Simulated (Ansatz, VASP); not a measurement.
## Zn2Si2N: VASP beside Ansatz

File INCAR:

```
SYSTEM = Zn2Si2N
  ALGO = Normal
  EDIFF = 1E-7
  EDIFFG = -0.04
  ENCUT = 600
  GGA = PE
  IBRION = 2
  ISIF = 3
  ISMEAR = 0
  LASPH = .TRUE.
  LCHARG = .FALSE.
  LREAL = .FALSE.
  LWAVE = .FALSE.
  NELM = 60
  NSW = 90
  PREC = Accurate
  SIGMA = 0.1
```

Contents of KPOINTS:

```
k-points
0
G
  4 4 6
  0 0 0
```

The input POSCAR:

```
Zn2Si2N
1.0
    3.0999773200     -3.2217621300      0.0000000000
    3.0999773200      3.2217621300      0.0000000000
    0.0000000000      0.0000000000      3.3720711300
Zn Si N
2 2 1
Direct
    0.2575284600      0.2575284600      0.0000000000
    0.7424715400      0.7424715400      0.0000000000
    0.7540840100      0.2459159900      0.5000000000
    0.2459159900      0.7540840100      0.5000000000
    0.5000000000      0.5000000000      0.0000000000
```

Input for Ansatz:

```yaml
crystal:
  lattice:
    - [3.09997732, -3.22176213, 0.0]
    - [3.09997732, 3.22176213, 0.0]
    - [0.0, 0.0, 3.37207113]
  atoms:
    - { symbol: Zn, position: [0.25752846, 0.25752846, 0.0] }
    - { symbol: Zn, position: [0.74247154, 0.74247154, 0.0] }
    - { symbol: Si, position: [0.75408401, 0.24591599, 0.5] }
    - { symbol: Si, position: [0.24591599, 0.75408401, 0.5] }
    - { symbol: "N", position: [0.5, 0.5, 0.0] }
basis:
  ecutwfc: 420
kpoints:
  mp_grid: { grid: [4, 4, 6] }
hamiltonian:
  xc: pbe
scf:
  occupations: { method: gaussian, width: 0.1 }
  lower_state_search: "off"
output:
  forces: true
  stress: true
  eigenvalues: true
relax:
  adjacent_minimum: "off"
  f_tol: 0.04
  max_steps: 70
  cell: { stress_tol: 0.4 }
```

Alike in both runs: task relaxation of cell and atoms; functional PBE; k mesh 4 × 4 × 6; occupations gaussian, width 0.1 eV; no spin polarisation.

|  | VASP | Ansatz |
| --- | --- | --- |
| version | VASP 6.6.1 | Ansatz 0.2.0 |
| potentials or method | VASP PAW PBE potentials, release 64 (Zn, Si, N), cutoff 600 eV | scalar-relativistic, plane waves, PAW |
| valence electrons in the cell | 37 | 37 |

|  | VASP | Ansatz | Ansatz less VASP |
| --- | --- | --- | --- |
| gap on the k mesh at the Fermi level, each at its own relaxed structure (eV) | none | none | - |
| relaxed volume (Å³/atom) | 13.95 | 15.53 | +1.582 |
| relaxed length of the cell vector where the two differ most in proportion (Å) | 5.255 | 5.747 | +0.4923 |

A gap of «none» marks a metal or a gap that the smearing closes. One of these differences is far larger than is usual between the two programs; its cause wasn't traced.
